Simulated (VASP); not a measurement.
SnO2: single point with PBEsol

The system is SnO2.

```
Sn O
1.0
     3.23058    0.00000    0.00000
    -1.61529    2.79776    0.00000
     0.00000    0.00000   10.79056
Sn O
2 4
Cartesian
  0.0000 0.0000 5.3953
  0.0000 0.0000 0.0000
  1.6153 0.9326 4.3795
  1.6153 0.9326 1.0158
  0.0000 1.8652 6.4111
  0.0000 1.8652 9.7748
```

```
Program             : VASP 6.6.1
Task                : single point
Functional          : PBEsol
Potentials or basis : VASP PAW PBE potentials, release 64 (Sn_d, O)
Cutoff              : 520 eV
k mesh              : 6 × 6 × 2
Occupations         : methfessel-paxton, width 0.01 eV
Spin                : no spin polarisation
```

| Item | Value |
| --- | --- |
| Pressure | -3.8 GPa |
| Largest force | 0.335 eV/Å |
| Band gap on the k mesh | 2.07 eV, indirect (least direct gap 2.45 eV) |

Forces in eV/Å, atoms in the order of the input:
```
Sn   0.000  0.000  0.000
Sn   0.000  0.000  0.000
O    0.000  0.000  0.335
O    0.000  0.000 -0.335
O    0.000  0.000 -0.335
O    0.000  0.000  0.335
```

Stress tensor (GPa, compression positive):
```
-4.81  0.00  0.00
 0.00 -4.81  0.00
 0.00  0.00 -1.84
```

Levels at points of the mesh, in eV from the valence-band top:
| k point | band 24 | band 25 | band 26 | band 27 | band 28 | band 29 |
| --- | --- | --- | --- | --- | --- | --- |
| (0.00, 0.00, 0.00) | -0.86 | -0.86 | -0.39 | 2.07 | 2.77 | 5.33 |
| (0.50, 0.00, 0.00) | -0.51 | -0.44 | -0.07 | 5.05 | 5.18 | 6.86 |
| (0.00, 0.00, 0.50) | -0.87 | -0.71 | -0.71 | 2.43 | 2.43 | 5.51 |
| (0.50, 0.00, 0.50) | -0.53 | -0.24 | -0.24 | 5.12 | 5.12 | 7.13 |

Wall time 35 s on 1 thread of Intel(R) Xeon(R) Platinum 8375C CPU @ 2.90GHz (Ice Lake), on a shared host, peak memory 0.2 GiB.

Caveat: the PAW data sets were made with another functional, which shifts forces and pressure a little; spin-orbit coupling is left out, which moves the levels of the heavy elements. A hybrid or GW would open this gap; PBEsol tends to underestimate it.
